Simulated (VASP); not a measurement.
Zn2C:

```
CELL_PARAMETERS angstrom
0.00000 2.28049 2.28049
2.28049 0.00000 2.28049
2.28049 2.28049 0.00000
ATOMIC_POSITIONS crystal
C 0.00000 0.00000 0.00000
Zn 0.25000 0.25000 0.25000
Zn 0.75000 0.75000 0.75000
```

```yaml
Program: VASP 6.6.1
Task: relaxation of cell and atoms
Functional: PBE
Potentials_or_basis: VASP PAW PBE potentials, release 64 (C, Zn)
Cutoff: 600 eV
k_mesh: 8 × 8 × 8
Occupations: fermi-dirac, width 0.02 eV
Spin: no spin polarisation
```

At the start: pressure 133.8 GPa; volume 7.91 Å³/atom.

Question: How do energy, volume and symmetry change on relaxing?

Answer: Over 5 steps the energy falls by 1120.2 meV/atom and the volume is 11.81 Å³/atom (+49.4 %); space group Fm-3m (No. 225, to 0.05 Å).

The path:
| step | energy change (eV) | largest force (eV/Å) | pressure (GPa) | volume (Å³) |
| --- | --- | --- | --- | --- |
| 1 | 0.0000 | 0.0000 | 133.78 | 23.72 |
| 2 | -1.5067 | 0.0000 | -20.83 | 54.37 |
| 3 | -3.3558 | 0.0000 | -2.27 | 36.06 |
| 4 | -3.3596 | 0.0000 | -0.91 | 35.71 |
| 5 | -3.3606 | 0.0000 | 0.06 | 35.43 |

Final structure:
```cif
data_structure
_symmetry_space_group_name_H-M 'P 1'
_symmetry_Int_Tables_number 1
_cell_length_a 3.6868
_cell_length_b 3.6868
_cell_length_c 3.6868
_cell_angle_alpha 60.000
_cell_angle_beta 60.000
_cell_angle_gamma 60.000
_cell_volume 35.43
loop_
_atom_site_label
_atom_site_type_symbol
_atom_site_fract_x
_atom_site_fract_y
_atom_site_fract_z
_atom_site_occupancy
C1 C 0.00000 0.00000 0.00000 1
Zn1 Zn 0.25000 0.25000 0.25000 1
Zn2 Zn 0.75000 0.75000 0.75000 1
```

Caveat: the volume moved by over 15 % at a fixed basis, so the end points are rough.
